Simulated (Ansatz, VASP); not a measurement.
# One calculation of MgO, two programs

```
CELL_PARAMETERS angstrom
0.00000 2.09700 2.09700
2.09700 0.00000 2.09700
2.09700 2.09700 0.00000
ATOMIC_POSITIONS crystal
Mg 0.00000 0.00000 0.00000
O 0.50000 0.50000 0.50000
```

Alike in both runs: task single point; functional r2SCAN; k mesh 11 × 11 × 11; occupations fermi-dirac, width 0.05 eV; no spin polarisation.

|  | VASP | Ansatz |
| --- | --- | --- |
| version | VASP 6.6.1 | Ansatz 0.2.0 |
| potentials or method | VASP PAW PBE potentials, release 64 (Mg_sv, O) | Ansatz PAW |
| plane-wave cutoff (eV) | 660 | 500 |
| valence electrons in the cell | 16 | 16 |

VASP gave:

* gap on the k mesh at the Fermi level (eV): 5.79
* least direct gap on the mesh (eV): 5.79
* pressure (GPa): 1.0

Q: Which values does Ansatz return?

A: gap on the k mesh at the Fermi level (eV): 5.76; least direct gap on the mesh (eV): 5.76; pressure (GPa): 1.3.

VASP's potentials were made for PBE, not for r2SCAN.

Noted on Ansatz's run: odd divisions of the mesh miss points on the zone boundary, where band edges often lie, so the gap on the mesh can be too wide.
